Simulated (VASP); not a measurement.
Here is a VASP 6.6.1 calculation.

INCAR

```
  PREC = Accurate
  ENCUT = 520
  EDIFF = 1E-6
  ISMEAR = -1
  SIGMA = 0.05
  LREAL = False
  LASPH = True
  NELM = 150
  ALGO = Normal
  ISIF = 2
  LWAVE = False
  LCHARG = False
  ISPIN = 2
  MAGMOM = 0.5
  LORBIT = 11
  LMAXMIX = 4
  GGA = RP
  NBANDS = 15
```

File KPOINTS:

```
Automatic mesh
0
Gamma
  12 12 12
```

The input POSCAR:

```
Pd
1.0
    2.6434871807      0.0000000000      0.0000000000
    0.0000000000      2.6434871807      0.0000000000
    0.0000000000      0.0000000000      2.6434871807
Pd
1
Direct
    0.0000000000      0.0000000000      0.0000000000
```

Potentials or basis: VASP PAW PBE potentials, release 64 (Pd).

Run with:

```console
$ cat potpaw_PBE.64/Pd/POTCAR > POTCAR
$ mpirun -np 1 vasp_std > vasp.out
```

(1) Predict the band gap on the k mesh.

(2) Estimate the net moment.

(3) Estimate the pressure.

## Answers

(1) zero (filled and empty bands overlap).

(2) 0.00 μB per cell.

(3) -0.2 GPa.

Caveat: the PAW data sets were made with another functional, which shifts forces and pressure a little.
